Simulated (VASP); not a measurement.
A run of VASP 6.6.1 is set up as follows.

INCAR

```
SYSTEM = BaTiO3
PREC = Accurate
ENCUT = 520
EDIFF = 1E-6
ISMEAR = 0
SIGMA = 0.01
LREAL = .FALSE.
LASPH = .TRUE.
NELM = 100
ALGO = Normal
ISIF = 2
LWAVE = .FALSE.
LCHARG = .FALSE.
GGA = PS
NBANDS = 28
```

KPOINTS

```
Automatic mesh
0
G
  6 6 6
  0 0 0
```

POSCAR

```
BaTiO3
1.0
    3.9179361002      0.0000000000      0.0000000000
    0.0000000000      2.7888076584      2.7969178009
    0.0000000000     -2.7888076584      2.7969178009
Ba Ti O
1 1 3
Direct
    0.0000000000      0.0000000000      0.0000000000
    0.5000000000      0.5124000000      0.5124000000
    0.0000000000      0.4874000000      0.4874000000
    0.5000000000      0.5052400000      0.9918400000
    0.5000000000      0.9918400000      0.5052400000
```

Potentials or basis: VASP PAW PBE potentials, release 64 (Ba_sv, Ti_sv, O).

The run is started by

```sh
$ cat potpaw_PBE.64/Ba_sv/POTCAR potpaw_PBE.64/Ti_sv/POTCAR potpaw_PBE.64/O/POTCAR > POTCAR
$ mpirun -np 1 vasp_std > vasp.out
```

(1) Predict the largest force.

(2) What does it give for the band gap on the k mesh?

## Answers

(1) 0.229 eV/Å.

(2) 1.90 eV (least direct gap 2.06 eV).

Caveat: the PAW data sets were made with another functional, which shifts forces and pressure a little; spin-orbit coupling is left out, which moves the levels of the heavy elements.
